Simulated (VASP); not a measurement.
# PtSe2 (P-3m1) in VASP: single point with PBE

Aim: the single point of PtSe2 with PBE.

Program: VASP 6.6.1. These are calculated values, not measurements. Logs are shortened: lines on timing, memory, paths and dates and some standing lists are left out, and cuts for length are marked.

### 1 The cell of the first run

It takes space group P-3m1 (No. 164, trigonal). The conventional cell has a = 3.724 Å, b = 3.724 Å, c = 5.062 Å, α = 90.00°, β = 90.00°, γ = 120.00°. Pt (site symmetry -3m) has 6 Se at 2.52 Å within 3.3 Å. Se (site symmetry 3m) has 3 Pt at 2.52 Å and 6 Se at 3.25 to 3.39 Å within 3.4 Å.

### 2 Single point, PBE

File INCAR:

```
SYSTEM = PtSe2
  ALGO = Normal
  EDIFF = 1E-7
  ENCUT = 520
  GGA = PE
  ISIF = 2
  ISMEAR = -1
  LASPH = .TRUE.
  LCHARG = .FALSE.
  LREAL = .FALSE.
  LWAVE = .FALSE.
  NBANDS = 18
  NELM = 60
  PREC = Accurate
  SIGMA = 0.05
```

File KPOINTS:

```
k-points
0
G
  10 10 7
  0 0 0
```

File POSCAR:

```
PtSe2
1.0
    3.7240000000      0.0000000000      0.0000000000
   -1.8620000000      3.2250786037      0.0000000000
    0.0000000000      0.0000000000      5.0620000000
Pt Se
1 2
Direct
    0.0000000000      0.0000000000      0.0000000000
    0.3333333333      0.6666666667      0.2592029187
    0.6666666667      0.3333333333      0.7407970813
```

Potentials or basis: VASP PAW PBE potentials, release 64 (Pt, Se).

On the command line:

```bash
cat potpaw_PBE.64/Pt/POTCAR potpaw_PBE.64/Se/POTCAR > POTCAR
mpirun -np 1 vasp_std > vasp.out
```

OUTCAR:

```text
SYSTEM = PtSe2
   EDIFF = 1E-7
   ENCUT = 520
   GGA = PE
   ISIF = 2
   ISMEAR = -1
   LASPH = .TRUE.
   LREAL = .FALSE.
   NELM = 60
   PREC = Accurate

 ion  position               nearest neighbor table
   1  0.000  0.000  0.000-   2 2.52   3 2.52   3 2.52   2 2.52   3 2.52   2 2.52
   2  0.333  0.667  0.259-   1 2.52   1 2.52   1 2.52
   3  0.667  0.333  0.741-   1 2.52   1 2.52   1 2.52

  LATTYP: Found a hexagonal cell.
 ALAT       =     3.7240000000
 C/A-ratio  =     1.3592910849

  Lattice vectors:

 A1 = (   3.7240000000,   0.0000000000,   0.0000000000)
 A2 = (  -1.8620000000,   3.2250786037,   0.0000000000)
 A3 = (   0.0000000000,   0.0000000000,   5.0620000000)

Analysis of symmetry for initial positions (statically):
=====================================================================
 Subroutine PRICEL returns:
 Original cell was already a primitive cell.

 Routine SETGRP: Setting up the symmetry group for a
 hexagonal supercell.

 Subroutine GETGRP returns: Found 12 space group operations
 (whereof 12 operations were pure point group operations)
 out of a pool of 24 trial point group operations.

The static configuration has the point symmetry D_3d.

Analysis of symmetry for dynamics (positions and initial velocities):
=====================================================================
 Subroutine PRICEL returns:
 Original cell was already a primitive cell.

 Routine SETGRP: Setting up the symmetry group for a
 hexagonal supercell.

 Subroutine GETGRP returns: Found 12 space group operations
 (whereof 12 operations were pure point group operations)
 out of a pool of 24 trial point group operations.

The dynamic configuration has the point symmetry D_3d.

 Subroutine INISYM returns: Found 12 space group operations
 (whereof 12 operations are pure point group operations),
 and found     1 'primitive' translations

----------------------------------------------------------------------------------------

                                     Primitive cell

  volume of cell :      60.7956

  direct lattice vectors                    reciprocal lattice vectors
     3.724000000  0.000000000  0.000000000     0.268528464  0.155034981  0.000000000
    -1.862000000  3.225078604  0.000000000     0.000000000  0.310069962  0.000000000
     0.000000000  0.000000000  5.062000000     0.000000000  0.000000000  0.197550375

  length of vectors
     3.724000000  3.724000000  5.062000000     0.310069962  0.310069962  0.197550375

  position of ions in fractional coordinates (direct lattice)
     0.000000000  0.000000000  0.000000000
     0.333333333  0.666666667  0.259202919
     0.666666667  0.333333333  0.740797081

  ion indices of the primitive-cell ions
   primitive index   ion index
                 1           1
                 2           2
                 3           3

----------------------------------------------------------------------------------------

 KPOINTS: k-points

Automatic generation of k-mesh.
 Grid dimensions read from file:
 generate k-points for:   10   10    7

 Generating k-lattice:

  Cartesian coordinates                     Fractional coordinates (reciprocal lattice)
     0.026852846  0.015503498  0.000000000     0.100000000  0.000000000  0.000000000
     0.000000000  0.031006996  0.000000000     0.000000000  0.100000000  0.000000000
     0.000000000  0.000000000  0.028221482     0.000000000  0.000000000  0.142857143

  Length of vectors
     0.031006996  0.031006996  0.028221482

  Shift w.r.t. Gamma in fractional coordinates (k-lattice)
     0.000000000  0.000000000  0.000000000

 Subroutine IBZKPT returns following result:
 ===========================================

 Found     80 irreducible k-points:

 Following reciprocal coordinates:
            Coordinates               Weight
  0.000000  0.000000  0.000000      1.000000
  0.100000  0.000000  0.000000      6.000000
  0.200000  0.000000  0.000000      6.000000
  0.300000 -0.000000  0.000000      6.000000
  0.400000 -0.000000  0.000000      6.000000
  0.500000 -0.000000  0.000000      3.000000
[... 16 lines left out ...]
  0.000000  0.400000  0.142857      6.000000
  0.500000 -0.000000  0.142857      6.000000
 [... further k-points ...]
   k-points           NKPTS =     80   k-points in BZ     NKDIM =     80   number of bands    NBANDS=     18
   number of dos      NEDOS =    301   number of ions     NIONS =      3
   total plane-waves  NPLWV =  31360
   dimension x,y,z NGX =    28 NGY =   28 NGZ =   40
   dimension x,y,z NGXF=    56 NGYF=   56 NGZF=   80
   ions per type =               1   2
   NGX,Y,Z   is equivalent  to a cutoff of  12.50, 12.50, 13.14 a.u.
   NGXF,Y,Z  is equivalent  to a cutoff of  25.00, 25.00, 26.27 a.u.
 SYSTEM =  PtSe2
   PREC   = accura    normal or accurate (medium, high low for compatibility)
   ISTART =      0    job   : 0-new  1-cont  2-samecut
   ICHARG =      2    charge: 1-file 2-atom 10-const
   ISPIN  =      1    spin polarized calculation?
   LNONCOLLINEAR =      F non collinear calculations
   LSORBIT =      F    spin-orbit coupling
   LASPH  =      T    aspherical Exc in radial PAW
   ENCUT  =  520.0 eV  38.22 Ry    6.18 a.u.   6.92  6.92  9.41*2*pi/ulx,y,z
   NELM   =     60;   NELMIN=  2; NELMDL= -5     # of ELM steps
   EDIFF  = 0.1E-06   stopping-criterion for ELM
   LREAL  =      F    real-space projection
   EDIFFG = 0.1E-05   stopping-criterion for IOM
   NSW    =      0    number of steps for IOM
   IBRION =     -1    ionic relax: 0-MD 1-quasi-New 2-CG
   NFREE  =      0    steps in history (QN), initial steepest desc. (CG)
   ISIF   =      2    stress and relaxation
   ISYM   =      2    0-nonsym 1-usesym 2-fastsym
   POTIM  = 0.5000    time-step for ionic-motion
   TEBEG  =    0.0;   TEEND  =   0.0 temperature during run
   PSTRESS=    0.0 pullay stress
   NELECT =      22.0000    total number of electrons
   NUPDOWN=      -1.0000    fix difference up-down
   EMIN   =  10.00;   EMAX   =-10.00  energy-range for DOS
   EFERMI =   0.00;   METHOD = LEGACY
   ISMEAR =    -1;   SIGMA  =   0.05  broadening in eV -4-tet -1-fermi 0-gaus
   EFERMI_NEDOS =   21; number of points for ismear=-14 and -15
   IALGO  =     38    algorithm
   IMIX   =      4    mixing-type and parameters
     AMIX     =   0.40;   BMIX     =  1.00
     AMIX_MAG =   1.60;   BMIX_MAG =  1.00
  volume/ion in A,a.u.               =      20.27       136.76
  Fermi-wavevector in a.u.,A,eV,Ry     =   1.166608  2.204570 18.517184  1.360975
  Thomas-Fermi vector in A             =   2.303119
   LORBIT       =      0    0 simple, 1 ext, 2 COOP (PROOUT), +10 PAW based schemes
   GGA     = PE    functional components
   LHFCALC =     F    Hartree Fock is set to
   AEXX    =    0.0000 exact exchange contribution
   IVDW    =     0    specifies the selected vdW correction
   LEPSILON=     F    determine dielectric tensor
   LRPA    =     F    only Hartree local field effects (RPA)
 non-spin polarized calculation
  energy-cutoff  :      520.00
  volume of cell :       60.80
 maximum number of plane-waves:      1654
   NGX = 13   NGY = 13   NGZ = 19

 number of electron      22.0000000 magnetization

 Free energy of the ion-electron system (eV)
  ---------------------------------------------------
  ext. energy  EPLUGINS =         0.00000000
  ---------------------------------------------------
  free energy    TOTEN  =       -14.21613334 eV

  energy without entropy =      -14.21074689  energy(sigma->0) =      -14.21344012

 E-fermi :   6.4487     XC(G=0): -10.6701

 val. band max:        6.4342719499   @ k =   0.0000   0.2000   0.2857
 cond. band min:       6.4733592110   @ k =   0.3000   0.3000   0.0000
 fundamental gap:      0.0390872611
 Fermi energy:         6.4486626270

 k-point     1 :       0.0000    0.0000    0.0000
  band No.  band energies     occupation
      1      -9.0845      2.00000
      2      -6.3393      2.00000
      3      -0.6759      2.00000
      4       0.2874      2.00000
      5       0.2874      2.00000
      6       2.6148      2.00000
[... 10 lines left out ...]
     17      13.8648      0.00000
     18      18.4370      0.00000

 k-point     2 :       0.1000    0.0000    0.0000
  band No.  band energies     occupation
      1      -8.9750      2.00000
      2      -6.3829      2.00000
      3      -0.5391      2.00000
      4       0.3554      2.00000
      5       0.3607      2.00000
      6       2.4630      2.00000
[... 10 lines left out ...]
     17      14.2119      0.00000
     18      16.7041      0.00000

 k-point     3 :       0.2000    0.0000    0.0000
  band No.  band energies     occupation
      1      -8.6623      2.00000
      2      -6.5025      2.00000
      3      -0.1581      2.00000
      4       0.5334      2.00000
      5       0.5794      2.00000
      6       1.8408      2.00000
[... 10 lines left out ...]
     17      14.8617      0.00000
     18      15.1435      0.00000

 k-point     4 :       0.3000   -0.0000    0.0000
  band No.  band energies     occupation
      1      -8.1992      2.00000
      2      -6.6763      2.00000
      3       0.2288      2.00000
      4       0.7355      2.00000
      5       0.7432      2.00000
      6       1.2019      2.00000
[... 375 lines left out ...]
      4       0.8537      2.00000
      5       1.2494      2.00000
      6       1.5824      2.00000
[... 10 lines left out ...]
     17      14.2856      0.00000
     18      16.1836      0.00000

 k-point    23 :       0.0000    0.4000    0.1429
  band No.  band energies     occupation
      1      -7.7082      2.00000
      2      -6.8339      2.00000
      3      -0.5708      2.00000
      4       0.5996      2.00000
      5       0.7678      2.00000
      6       2.0973      2.00000
[... 10 lines left out ...]
     17      14.9008      0.00000
     18      16.4029      0.00000

 k-point    24 :       0.5000   -0.0000    0.1429
  band No.  band energies     occupation
      1      -7.3375      2.00000
      2      -7.0958      2.00000
      3      -0.7421      2.00000
      4       0.8261      2.00000
      5       1.0405      2.00000
      6       2.2479      2.00000
[... 10 lines left out ...]
     17      14.4690      0.00000
     18      16.8725      0.00000

 [... further k-points ...]

------------------------ aborting loop because EDIFF is reached ----------------------------------------

  FORCE on cell =-STRESS in cart. coord.  units (eV):
  Direction    XX          YY          ZZ          XY          YZ          ZX
  --------------------------------------------------------------------------------------
  -------------------------------------------------------------------------------------
  Total        1.9834069      1.9834069      1.0033984      0.0000000      0.0000000      0.0000000
  in kB       52.2697326     52.2697326     26.4430695      0.0000000      0.0000000      0.0000000
  external PRESSURE =      43.6608449 kB  Pullay stress =       0.0000000 kB

 VOLUME and BASIS-vectors are now :
 -----------------------------------------------------------------------------
  energy-cutoff  :      520.00
  volume of cell :       60.80
      direct lattice vectors                 reciprocal lattice vectors
     3.724000000  0.000000000  0.000000000     0.268528464  0.155034981  0.000000000
    -1.862000000  3.225078604  0.000000000     0.000000000  0.310069962  0.000000000
     0.000000000  0.000000000  5.062000000     0.000000000  0.000000000  0.197550375

 POSITION                                       TOTAL-FORCE (eV/Angst)
 -----------------------------------------------------------------------------------
      0.00000      0.00000      0.00000         0.000000      0.000000      0.000000
     -0.00000      2.15005      1.31209        -0.000000      0.000000      0.008198
      1.86200      1.07503      3.74991         0.000000     -0.000000     -0.008198
 -----------------------------------------------------------------------------------
    total drift:                               -0.000000      0.000000      0.000000

  FREE ENERGIE OF THE ION-ELECTRON SYSTEM (eV)
  ---------------------------------------------------
  free  energy   TOTEN  =       -14.2161333448 eV

  energy  without entropy=      -14.2107468929  energy(sigma->0) =      -14.21344012
```

Wall time 2 min (1 thread of Intel Xeon 8259CL, shared host); peak memory 0.24 GiB.

What came out:

| Item | Value |
| --- | --- |
| Free energy | -14.2161 eV |
| Pressure | 4.4 GPa |
| Largest force | 0.008 eV/Å |
| Band gap on the k mesh | zero (bands 11 and 12 overlap by 0.70 eV) |

Forces in eV/Å, atoms in the order of the input:
```
Pt   0.000  0.000  0.000
Se   0.000  0.000  0.008
Se   0.000  0.000 -0.008
```

Levels at points of the mesh, in eV from the Fermi level:
| k point | band 7 | band 8 | band 9 | band 10 | band 11 | band 12 | band 13 | band 14 | band 15 | band 16 |
| --- | --- | --- | --- | --- | --- | --- | --- | --- | --- | --- |
| (0.00, 0.00, 0.00) | -3.83 | -2.59 | -0.93 | -0.93 | 0.56 | 1.32 | 1.32 | 3.66 | 4.17 | 7.42 |
| (0.50, 0.00, 0.00) | -3.80 | -3.40 | -3.29 | -3.25 | -2.88 | 0.60 | 2.35 | 4.94 | 5.89 | 6.94 |

Caveat: the cell stands under pressure; spin-orbit coupling is left out, which moves the levels of the heavy elements.

The gap in the log of VASP goes by the Fermi energy; the results here count the filled bands.